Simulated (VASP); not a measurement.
Wanted: the native input for a VASP 6.6.1 run.

```
Task                   : single point
Functional             : PBE
Potentials or basis    : VASP PAW PBE potentials, release 64 (Sn_d, Se)
Cutoff                 : 500 eV
k mesh                 : 11 × 11 × 11
Occupations            : fermi-dirac, width 0.05 eV
Spin                   : no spin polarisation
Dipole correction      : no
Further INCAR settings : ALGO = Normal; EDIFF = 1e-06; NBANDS = 17
```

The structure of SnSe (zincblende type) lies in POSCAR:

```
SnSe
1.0
    0.0000000000      3.0374692232      3.0374692232
    3.0374692232      0.0000000000      3.0374692232
    3.0374692232      3.0374692232      0.0000000000
Sn Se
1 1
Direct
    0.0000000000      0.0000000000      0.0000000000
    0.2500000000      0.2500000000      0.2500000000
```

This cell differs from its parent crystal: volume scaled by 0.72.

These files were run (other wordings do the same):

INCAR

```
SYSTEM = SnSe
  ALGO = Normal
  EDIFF = 1E-6
  ENCUT = 500
  GGA = PE
  GGA_COMPAT = .False.
  ISIF = 2
  ISMEAR = -1
  LASPH = .True.
  LCHARG = .True.
  LELF = .True.
  LREAL = .False.
  LVHAR = .True.
  LWAVE = .False.
  NBANDS = 17
  NELM = 120
  PREC = Accurate
  SIGMA = 0.05
```

KPOINTS

```
k-points
0
Gamma
  11 11 11
  0 0 0
```

Potentials or basis: VASP PAW PBE potentials, release 64 (Sn_d, Se).

The run is started by

```sh
$ cat potpaw_PBE.64/Sn_d/POTCAR potpaw_PBE.64/Se/POTCAR > POTCAR
$ mpirun -np 1 vasp_std > vasp.out
```

It gave:

```
Pressure               : 17.2 GPa
Band gap on the k mesh : zero (band 10 reaches 6.36 eV, above the bottom of band 11 at 5.28 eV)
```

Caveat: spin-orbit coupling is left out, which moves the levels of the heavy elements.

Wall time 38 s on 1 thread of AMD EPYC 9R45 (Zen 5), with other jobs on the host, peak memory 0.17 GiB.
